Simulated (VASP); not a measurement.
# Ba2IrO6F (Fm-3m) in VASP: single point with r2SCAN

Aim: the single point of Ba2IrO6F with r2SCAN.

Everything below comes from runs of VASP 6.6.1. Logs are shortened: lines on timing, memory, paths and dates and some standing lists are left out, and cuts for length are marked.

## Step 1: The cell of the first run

It takes space group Fm-3m (No. 225, cubic). The conventional cell has a = 7.936 Å, b = 7.936 Å, c = 7.936 Å, α = 90.00°, β = 90.00°, γ = 90.00°. F (site symmetry m-3m) has 6 O at 1.83 Å within 2.4 Å. Ir (site symmetry m-3m) has 6 O at 2.14 Å within 2.8 Å. Within 3.7 Å of Ba (site symmetry -43m) lie 12 O at 2.81 Å and 4 F at 3.44 Å and 4 Ir at 3.44 Å. O (site symmetry 4mm) has 1 F at 1.83 Å and 1 Ir at 2.14 Å within 2.4 Å.

## Step 2: Single point, r2SCAN

Input file POSCAR:

```
Ba2IrO6F
1.0
    0.0000000000      3.9680948800      3.9680948800
    3.9680948800      0.0000000000      3.9680948800
    3.9680948800      3.9680948800      0.0000000000
F Ir Ba O
1 1 2 6
Direct
    0.0000000000      0.0000000000      0.0000000000
    0.5000000000      0.5000000000      0.5000000000
    0.2500000000      0.2500000000      0.2500000000
    0.7500000000      0.7500000000      0.7500000000
    0.7700000000      0.2300000000      0.2300000000
    0.2300000000      0.7700000000      0.2300000000
    0.2300000000      0.7700000000      0.7700000000
    0.7700000000      0.2300000000      0.7700000000
    0.2300000000      0.2300000000      0.7700000000
    0.7700000000      0.7700000000      0.2300000000
```

Input file INCAR.step1:

```
ALGO = Normal
EDIFF = 1E-4
ENCUT = 520
GGA = PE
ISMEAR = -1
LASPH = T
LCHARG = F
LREAL = F
LWAVE = T
NBANDS = 47
NELECT = 73.0
NELM = 60
PREC = Accurate
SIGMA = 0.1
```

Input file INCAR.step2:

```
ALGO = Normal
EDIFF = 1E-7
ENCUT = 520
ISIF = 2
ISMEAR = -1
ISTART = 1
LASPH = T
LCHARG = F
LMIXTAU = T
LREAL = F
LWAVE = F
METAGGA = R2SCAN
NBANDS = 47
NELECT = 73.0
NELM = 60
PREC = Accurate
SIGMA = 0.1
```

Input file KPOINTS:

```
k-points
0
Gamma
  4 4 4
```

Potentials or basis: VASP PAW PBE potentials, release 64 (F, Ir, Ba_sv, O).

On the command line:

```sh
$ cat potpaw_PBE.64/F/POTCAR potpaw_PBE.64/Ir/POTCAR potpaw_PBE.64/Ba_sv/POTCAR potpaw_PBE.64/O/POTCAR > POTCAR
$ cp INCAR.step1 INCAR
$ mpirun -np 1 vasp_std > vasp.out
$ cp INCAR.step2 INCAR
$ mpirun -np 1 vasp_std > vasp.out
```

OUTCAR:

```text
EDIFF = 1E-7
   ENCUT = 520
   ISIF = 2
   ISMEAR = -1
   ISTART = 1
   LASPH = T
   LREAL = F
   METAGGA = R2SCAN
   NELECT = 73.0
   NELM = 60
   PREC = Accurate

 ion  position               nearest neighbor table
   1  0.000  0.000  0.000-   5 1.83   6 1.83   7 1.83   8 1.83   9 1.83  10 1.83
   2  0.500  0.500  0.500-   5 2.14   6 2.14   7 2.14   8 2.14   9 2.14  10 2.14   3 3.44   3 3.44
                             3 3.44   4 3.44   3 3.44   4 3.44   4 3.44   4 3.44
   3  0.250  0.250  0.250-   5 2.81   8 2.81  10 2.81   6 2.81   7 2.81  10 2.81   7 2.81   8 2.81
                             9 2.81   5 2.81   6 2.81   9 2.81   2 3.44   2 3.44   2 3.44   2 3.44
   4  0.750  0.750  0.750-   7 2.81   8 2.81  10 2.81   5 2.81   6 2.81  10 2.81   5 2.81   8 2.81
                             9 2.81   6 2.81   7 2.81   9 2.81   2 3.44   2 3.44   2 3.44   2 3.44
   5  0.770  0.230  0.230-   1 1.83   2 2.14   4 2.81   4 2.81   3 2.81   3 2.81
   6  0.230  0.770  0.230-   1 1.83   2 2.14   4 2.81   4 2.81   3 2.81   3 2.81
   7  0.230  0.770  0.770-   1 1.83   2 2.14   4 2.81   4 2.81   3 2.81   3 2.81
   8  0.770  0.230  0.770-   1 1.83   2 2.14   4 2.81   4 2.81   3 2.81   3 2.81
   9  0.230  0.230  0.770-   1 1.83   2 2.14   4 2.81   4 2.81   3 2.81   3 2.81
  10  0.770  0.770  0.230-   1 1.83   2 2.14   4 2.81   4 2.81   3 2.81   3 2.81

  LATTYP: Found a face centered cubic cell.
 ALAT       =     7.9361897600

  Lattice vectors:

 A1 = (   0.0000000000,   3.9680948800,   3.9680948800)
 A2 = (   3.9680948800,   0.0000000000,   3.9680948800)
 A3 = (   3.9680948800,   3.9680948800,   0.0000000000)

Analysis of symmetry for initial positions (statically):
=====================================================================
 Subroutine PRICEL returns:
 Original cell was already a primitive cell.

 Routine SETGRP: Setting up the symmetry group for a
 face centered cubic supercell.

 Subroutine GETGRP returns: Found 48 space group operations
 (whereof 48 operations were pure point group operations)
 out of a pool of 48 trial point group operations.

The static configuration has the point symmetry O_h .

Analysis of symmetry for dynamics (positions and initial velocities):
=====================================================================
 Subroutine PRICEL returns:
 Original cell was already a primitive cell.

 Routine SETGRP: Setting up the symmetry group for a
 face centered cubic supercell.

 Subroutine GETGRP returns: Found 48 space group operations
 (whereof 48 operations were pure point group operations)
 out of a pool of 48 trial point group operations.

The dynamic configuration has the point symmetry O_h .

 Subroutine INISYM returns: Found 48 space group operations
 (whereof 48 operations are pure point group operations),
 and found     1 'primitive' translations

----------------------------------------------------------------------------------------

                                     Primitive cell

  volume of cell :     124.9615

  direct lattice vectors                    reciprocal lattice vectors
     0.000000000  3.968094880  3.968094880    -0.126005052  0.126005052  0.126005052
     3.968094880  0.000000000  3.968094880     0.126005052 -0.126005052  0.126005052
     3.968094880  3.968094880  0.000000000     0.126005052  0.126005052 -0.126005052

  length of vectors
     5.611733596  5.611733596  5.611733596     0.218247151  0.218247151  0.218247151

  position of ions in fractional coordinates (direct lattice)
     0.000000000  0.000000000  0.000000000
     0.500000000  0.500000000  0.500000000
     0.250000000  0.250000000  0.250000000
     0.750000000  0.750000000  0.750000000
     0.770000000  0.230000000  0.230000000
     0.230000000  0.770000000  0.230000000
     0.230000000  0.770000000  0.770000000
     0.770000000  0.230000000  0.770000000
     0.230000000  0.230000000  0.770000000
     0.770000000  0.770000000  0.230000000

  ion indices of the primitive-cell ions
   primitive index   ion index
                 1           1
                 2           2
                 3           3
                 4           4
                 5           5
                 6           6
                 7           7
                 8           8
                 9           9
                10          10

----------------------------------------------------------------------------------------

 KPOINTS: k-points

Automatic generation of k-mesh.
 Grid dimensions read from file:
 generate k-points for:    4    4    4

 Generating k-lattice:

  Cartesian coordinates                     Fractional coordinates (reciprocal lattice)
    -0.031501263  0.031501263  0.031501263     0.250000000  0.000000000  0.000000000
     0.031501263 -0.031501263  0.031501263     0.000000000  0.250000000  0.000000000
     0.031501263  0.031501263 -0.031501263     0.000000000  0.000000000  0.250000000

  Length of vectors
     0.054561788  0.054561788  0.054561788

  Shift w.r.t. Gamma in fractional coordinates (k-lattice)
     0.000000000  0.000000000  0.000000000

 Subroutine IBZKPT returns following result:
 ===========================================

 Found      8 irreducible k-points:

 Following reciprocal coordinates:
            Coordinates               Weight
  0.000000  0.000000  0.000000      1.000000
  0.250000  0.000000  0.000000      8.000000
  0.500000  0.000000  0.000000      4.000000
  0.250000  0.250000  0.000000      6.000000
  0.500000  0.250000  0.000000     24.000000
 -0.250000  0.250000  0.000000     12.000000
  0.500000  0.500000  0.000000      3.000000
 -0.250000  0.500000  0.250000      6.000000
   k-points           NKPTS =      8   k-points in BZ     NKDIM =      8   number of bands    NBANDS=     47
   number of dos      NEDOS =    301   number of ions     NIONS =     10
   total plane-waves  NPLWV =  74088
   dimension x,y,z NGX =    42 NGY =   42 NGZ =   42
   dimension x,y,z NGXF=    84 NGYF=   84 NGZF=   84
   ions per type =               1   1   2   6
   NGX,Y,Z   is equivalent  to a cutoff of  12.44, 12.44, 12.44 a.u.
   NGXF,Y,Z  is equivalent  to a cutoff of  24.88, 24.88, 24.88 a.u.
 SYSTEM =  unknown system
   PREC   = accura    normal or accurate (medium, high low for compatibility)
   ISTART =      1    job   : 0-new  1-cont  2-samecut
   ICHARG =      0    charge: 1-file 2-atom 10-const
   ISPIN  =      1    spin polarized calculation?
   LNONCOLLINEAR =      F non collinear calculations
   LSORBIT =      F    spin-orbit coupling
   LASPH  =      T    aspherical Exc in radial PAW
   ENCUT  =  520.0 eV  38.22 Ry    6.18 a.u.  10.43 10.43 10.43*2*pi/ulx,y,z
   NELM   =     60;   NELMIN=  2; NELMDL=  0     # of ELM steps
   EDIFF  = 0.1E-06   stopping-criterion for ELM
   LREAL  =      F    real-space projection
   EDIFFG = 0.1E-05   stopping-criterion for IOM
   NSW    =      0    number of steps for IOM
   IBRION =     -1    ionic relax: 0-MD 1-quasi-New 2-CG
   NFREE  =      0    steps in history (QN), initial steepest desc. (CG)
   ISIF   =      2    stress and relaxation
   ISYM   =      2    0-nonsym 1-usesym 2-fastsym
   POTIM  = 0.5000    time-step for ionic-motion
   TEBEG  =    0.0;   TEEND  =   0.0 temperature during run
   PSTRESS=    0.0 pullay stress
   NELECT =      73.0000    total number of electrons
   NUPDOWN=      -1.0000    fix difference up-down
   EMIN   =  10.00;   EMAX   =-10.00  energy-range for DOS
   EFERMI =   0.00;   METHOD = LEGACY
   ISMEAR =    -1;   SIGMA  =   0.10  broadening in eV -4-tet -1-fermi 0-gaus
   EFERMI_NEDOS =   21; number of points for ismear=-14 and -15
   IALGO  =     38    algorithm
   IMIX   =      4    mixing-type and parameters
     AMIX     =   0.40;   BMIX     =  1.00
     AMIX_MAG =   1.60;   BMIX_MAG =  1.00
  volume/ion in A,a.u.               =      12.50        84.33
  Fermi-wavevector in a.u.,A,eV,Ry     =   1.368539  2.586163 25.482325  1.872898
  Thomas-Fermi vector in A             =   2.494494
   LORBIT       =      0    0 simple, 1 ext, 2 COOP (PROOUT), +10 PAW based schemes
   METAGGA = R2SCAN    functional components
   LHFCALC =     F    Hartree Fock is set to
   AEXX    =    0.0000 exact exchange contribution
   IVDW    =     0    specifies the selected vdW correction
   LEPSILON=     F    determine dielectric tensor
   LRPA    =     F    only Hartree local field effects (RPA)
 non-spin polarized calculation
  energy-cutoff  :      520.00
  volume of cell :      124.96
 maximum number of plane-waves:      3383
 NGX is ok and might be reduce to    42
   NGX = 21   NGY = 21   NGZ = 21

 number of electron      73.0000008 magnetization

 Free energy of the ion-electron system (eV)
  ---------------------------------------------------
  ext. energy  EPLUGINS =         0.00000000
  ---------------------------------------------------
  free energy    TOTEN  =      -147.70815845 eV

  energy without entropy =     -147.36861600  energy(sigma->0) =     -147.53838722

 E-fermi :   3.3522     XC(G=0): -12.1008

 val. band max:        3.3084404357   @ k =   0.5000   0.0000   0.0000
 cond. band min:       3.4106114574   @ k =   0.2500   0.2500   0.0000
 fundamental gap:      0.1021710217
 Fermi energy:         3.3521768504

 k-point     1 :       0.0000    0.0000    0.0000
  band No.  band energies     occupation
      1     -23.3205      2.00000
      2     -22.8880      2.00000
      3     -22.4076      2.00000
      4     -14.8958      2.00000
      5     -14.8958      2.00000
      6     -14.8958      2.00000
[... 39 lines left out ...]
     46       9.9838      0.00000
     47      10.0108      0.00000

 k-point     2 :       0.2500    0.0000    0.0000
  band No.  band energies     occupation
      1     -23.2312      2.00000
      2     -22.9227      2.00000
      3     -22.4552      2.00000
      4     -15.2298      2.00000
      5     -14.9696      2.00000
      6     -14.9696      2.00000
[... 39 lines left out ...]
     46      10.5773      0.00000
     47      10.9803      0.00000

 k-point     3 :       0.5000    0.0000    0.0000
  band No.  band energies     occupation
      1     -23.0706      2.00000
      2     -23.0205      2.00000
      3     -22.5107      2.00000
      4     -15.4523      2.00000
      5     -15.0306      2.00000
      6     -15.0306      2.00000
[... 39 lines left out ...]
     46      10.6966      0.00000
     47      11.7077      0.00000

 k-point     4 :       0.2500    0.2500    0.0000
  band No.  band energies     occupation
      1     -23.2058      2.00000
      2     -22.9247      2.00000
      3     -22.4759      2.00000
      4     -15.1351      2.00000
      5     -14.9791      2.00000
      6     -14.9791      2.00000
[... 39 lines left out ...]
     46      11.1336      0.00000
     47      11.2210      0.00000

 k-point     5 :       0.5000    0.2500    0.0000
  band No.  band energies     occupation
      1     -23.0728      2.00000
      2     -22.9827      2.00000
      3     -22.5435      2.00000
      4     -15.3783      2.00000
      5     -15.0445      2.00000
      6     -14.9622      2.00000
[... 39 lines left out ...]
     46      11.7523      0.00000
     47      11.8157      0.00000

 k-point     6 :      -0.2500    0.2500    0.0000
  band No.  band energies     occupation
      1     -23.1168      2.00000
      2     -22.9678      2.00000
      3     -22.5170      2.00000
      4     -15.3896      2.00000
      5     -15.0344      2.00000
      6     -14.9551      2.00000
[... 39 lines left out ...]
     46      11.2080      0.00000
     47      11.3223      0.00000

 k-point     7 :       0.5000    0.5000    0.0000
  band No.  band energies     occupation
      1     -23.0580      2.00000
      2     -22.9608      2.00000
      3     -22.5771      2.00000
      4     -15.1556      2.00000
      5     -15.0580      2.00000
      6     -15.0580      2.00000
[... 39 lines left out ...]
     46      11.4704      0.00000
     47      12.5604      0.00000

 k-point     8 :      -0.2500    0.5000    0.2500
  band No.  band energies     occupation
      1     -23.0100      2.00000
      2     -23.0100      2.00000
      3     -22.5763      2.00000
      4     -15.4350      2.00000
      5     -14.9361      2.00000
      6     -14.9361      2.00000
[... 39 lines left out ...]
     46      11.7821      0.00000
     47      11.7822      0.00000

------------------------ aborting loop because EDIFF is reached ----------------------------------------

  FORCE on cell =-STRESS in cart. coord.  units (eV):
  Direction    XX          YY          ZZ          XY          YZ          ZX
  --------------------------------------------------------------------------------------
  -------------------------------------------------------------------------------------
  Total       16.5117533     16.5117533     16.5117533     -0.0000000     -0.0000000      0.0000000
  in kB      211.7033038    211.7033038    211.7033038     -0.0000000     -0.0000000      0.0000000
  external PRESSURE =     211.7033038 kB  Pullay stress =       0.0000000 kB

 VOLUME and BASIS-vectors are now :
 -----------------------------------------------------------------------------
  energy-cutoff  :      520.00
  volume of cell :      124.96
      direct lattice vectors                 reciprocal lattice vectors
     0.000000000  3.968094880  3.968094880    -0.126005052  0.126005052  0.126005052
     3.968094880  0.000000000  3.968094880     0.126005052 -0.126005052  0.126005052
     3.968094880  3.968094880  0.000000000     0.126005052  0.126005052 -0.126005052

 POSITION                                       TOTAL-FORCE (eV/Angst)
 -----------------------------------------------------------------------------------
      0.00000      0.00000      0.00000         0.000000      0.000000     -0.000000
      3.96809      3.96809      3.96809         0.000000      0.000000     -0.000000
      1.98405      1.98405      1.98405         0.000000     -0.000000     -0.000000
      5.95214      5.95214      5.95214        -0.000000      0.000000     -0.000000
      1.82532      3.96809      3.96809         5.440789      0.000000     -0.000000
      3.96809      1.82532      3.96809         0.000000      5.440789     -0.000000
      6.11087      3.96809      3.96809        -5.440789      0.000000     -0.000000
      3.96809      6.11087      3.96809         0.000000     -5.440789     -0.000000
      3.96809      3.96809      1.82532         0.000000      0.000000      5.440789
      3.96809      3.96809      6.11087         0.000000      0.000000     -5.440789
 -----------------------------------------------------------------------------------
    total drift:                               -0.000000      0.000000      0.000000

  FREE ENERGIE OF THE ION-ELECTRON SYSTEM (eV)
  ---------------------------------------------------
  free  energy   TOTEN  =      -147.7081584453 eV

  energy  without entropy=     -147.3686159950  energy(sigma->0) =     -147.53838722
```

Run time: 4.2 min. Hardware: 1 thread of Intel Xeon Platinum 8375C at 2.90GHz (Ice Lake), shared host; peak memory 0.31 GiB.

What came out:

```
Free energy   : -147.7082 eV
Largest force : 5.441 eV/Å
```

Forces on the atoms (eV/Å):
```
F    0.000  0.000  0.000
Ir   0.000  0.000  0.000
Ba   0.000  0.000  0.000
Ba   0.000  0.000  0.000
O    5.441  0.000  0.000
O    0.000  5.441  0.000
O   -5.441  0.000  0.000
O    0.000 -5.441  0.000
O    0.000  0.000  5.441
O    0.000  0.000 -5.441
```

Levels at points of the mesh, in eV from the Fermi level:
```
           k point  band 33  band 34  band 35  band 36  band 37  band 38  band 39  band 40
(0.00, 0.00, 0.00)    -0.74    -0.57    -0.57    -0.57     0.67     0.67     0.67     3.35
(0.50, 0.00, 0.00)    -1.28    -1.19    -1.01    -1.01    -0.17    -0.04    -0.04     4.21
(0.50, 0.50, 0.00)    -0.87    -0.83     0.44     0.44     0.71     0.71     0.72     3.09
```

Caveat: the cell carries a net charge on a neutralising background, which shifts energy and pressure; the cell is charged against a uniform background, so pressure and absolute levels hang on convention; the PAW data sets were made with another functional, which shifts forces and pressure a little; spin-orbit coupling is left out, which moves the levels of the heavy elements; an odd number of electrons without spin polarisation forces a metal; a magnetic or distorted state may lie lower.
